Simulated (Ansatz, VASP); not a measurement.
InAs: VASP beside Ansatz

File INCAR:

```
SYSTEM = InAs
ALGO     = Normal         ! electronic algorithm
EDIFF    = 1E-6           ! SCF threshold, eV
ENCUT    = 520            ! plane-wave cutoff, eV
GGA      = PE             ! functional
ISIF     = 2              ! what is computed and relaxed
ISMEAR   = -1             ! smearing method
LASPH    = .True.         ! aspherical terms in the spheres
LCHARG   = .False.        ! write CHGCAR
LREAL    = .False.        ! projectors in reciprocal space
LWAVE    = .False.        ! write WAVECAR
NBANDS   = 16             ! bands
NELM     = 60             ! most SCF steps
PREC     = Accurate       ! precision mode
SIGMA    = 0.08           ! smearing width, eV
```

KPOINTS

```
k-points
0
Gamma
  10 10 10
  0 0 0
```

File POSCAR:

```
InAs
1.0
    0.0000000000      3.0539425414      3.0539425414
    3.0539425414      0.0000000000      3.0539425414
    3.0539425414      3.0539425414      0.0000000000
In As
1 1
Direct
    0.0000000000      0.0000000000      0.0000000000
    0.7500000000      0.7500000000      0.7500000000
```

Input for Ansatz:

```yaml
crystal:
  lattice:
    - [0.0, 3.0539425414, 3.0539425414]
    - [3.0539425414, 0.0, 3.0539425414]
    - [3.0539425414, 3.0539425414, 0.0]
  atoms:
    - { symbol: In, position: [0.0, 0.0, 0.0] }
    - { symbol: As, position: [0.75, 0.75, 0.75] }
kpoints:
  mp_grid: { grid: [10, 10, 10] }
scf:
  occupations: { method: fermi_dirac, width: 0.08 }
hamiltonian:
  xc: pbe
  pseudopotentials: { kind: all_electron, lapw: { basis_error: 0.00025 } }
output:
  forces: true
  stress: true
  eigenvalues: true
```

Change from the starting cell: volume scaled by 1.03.

Alike in both runs: task single point; functional PBE; k mesh 10 × 10 × 10; occupations fermi-dirac, width 0.08 eV; no spin polarisation.

|  | VASP | Ansatz |
| --- | --- | --- |
| version | VASP 6.6.1 | Ansatz 0.2.0 |
| potentials or method | VASP PAW PBE potentials, release 64 (In_d, As), cutoff 520 eV | all-electron LAPW, scalar-relativistic |

```csv
,VASP,Ansatz,Ansatz less VASP
pressure (GPa),2.1,2.1,-0.05
```

Ansatz ran all-electron here, and VASP with PAW potentials.
